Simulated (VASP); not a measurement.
Runs of VASP 6.6.1 on Zn. The structure is that of space group R-3m (No. 166), or close to it. The cells are those of the table. 

```tsv
cell	gap on the mesh (eV)	pressure (GPa)
a = 2.434 Å, angles 93.6°, 1 atom	none	15.0
a = 2.412 Å, angles 93.6°, 1 atom	none	18.8
a = 2.413 Å, angles 86.0°, 1 atom	none	18.8
a = 2.754 Å, angles 112.6°, 1 atom	none	9.7
a = 3.076 Å, angles 116.4°, 1 atom	none	(a)
```

Alike in all rows: task single point; level PBEsol; potentials or basis VASP PAW PBE potentials, release 64 (Zn); no spin polarisation; k mesh 22 × 22 × 22; cutoff (eV) 520; smearing gaussian 0.15 eV.

Q: Estimate the missing entries.

A: (a) 98.8.

Caveats: the cell stands under pressure; the PAW data sets were made with another functional, which shifts forces and pressure a little.

A gap of «none» marks levels without a gap at the run's occupations.
